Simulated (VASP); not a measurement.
# HfO2: single point with r2SCAN

HfO2:

```
Hf O
1.0
     5.10506    0.00000    0.00000
     0.00000    5.19067    0.00000
     0.00000    0.00000    4.91426
Hf O
4 8
Cartesian
  1.1374 4.0569 1.3355
  3.6899 3.7291 3.5788
  3.9677 1.1338 1.3355
  1.4151 1.4615 3.5788
  0.9546 0.8480 0.5133
  3.5071 1.7474 4.4010
  4.1505 4.3427 0.5133
  1.5980 3.4433 4.4010
  0.0000 2.5953 2.4032
  2.5525 0.0000 2.5110
  0.0000 0.0000 2.8266
  2.5525 2.5953 2.0877
```

- Program: VASP 6.6.1
- Task: single point
- Functional: r2SCAN
- Potentials or basis: VASP PAW PBE potentials, release 64 (Hf_pv, O)
- Cutoff: 520 eV
- k mesh: 5 × 5 × 6
- Occupations: fermi-dirac, width 0.05 eV
- Spin: no spin polarisation

```yaml
Pressure: -3.6 GPa
Largest_force: 0.103 eV/Å
Band_gap_on_the_k_mesh: 4.31 eV
```

Forces on the atoms (eV/Å):
```
Hf  -0.033  0.047  0.022
Hf  -0.033 -0.047 -0.022
Hf   0.033 -0.047  0.022
Hf   0.033  0.047 -0.022
O   -0.019 -0.055 -0.085
O   -0.019  0.055  0.085
O    0.019  0.055 -0.085
O    0.019 -0.055  0.085
O    0.000  0.000 -0.005
O    0.000  0.000  0.005
O    0.000  0.000 -0.074
O    0.000  0.000  0.074
```

Stress tensor (GPa, compression positive):
```
-3.26  0.00  0.00
 0.00 -3.69  0.00
 0.00  0.00 -3.70
```

Levels at points of the mesh, in eV from the valence-band top:
| k point | band 40 | band 41 | band 42 | band 43 | band 44 | band 45 | band 46 | band 47 | band 48 | band 49 |
| --- | --- | --- | --- | --- | --- | --- | --- | --- | --- | --- |
| (0.00, 0.00, 0.00) | -1.17 | -1.05 | -0.26 | -0.13 | -0.13 | 4.56 | 5.12 | 5.54 | 5.95 | 6.05 |
| (0.00, 0.00, 0.50) | -0.92 | -0.82 | -0.68 | -0.03 | 0.00 | 4.31 | 5.36 | 5.95 | 6.06 | 6.06 |

Wall time 39 min on 1 thread of Oxide Virtual Turin-like Processor, on a shared host, peak memory 0.35 GiB.

Caveat: the cell stands under tension; the PAW data sets were made with another functional, which shifts forces and pressure a little; spin-orbit coupling is left out, which moves the levels of the heavy elements. A k mesh can miss the band edges.
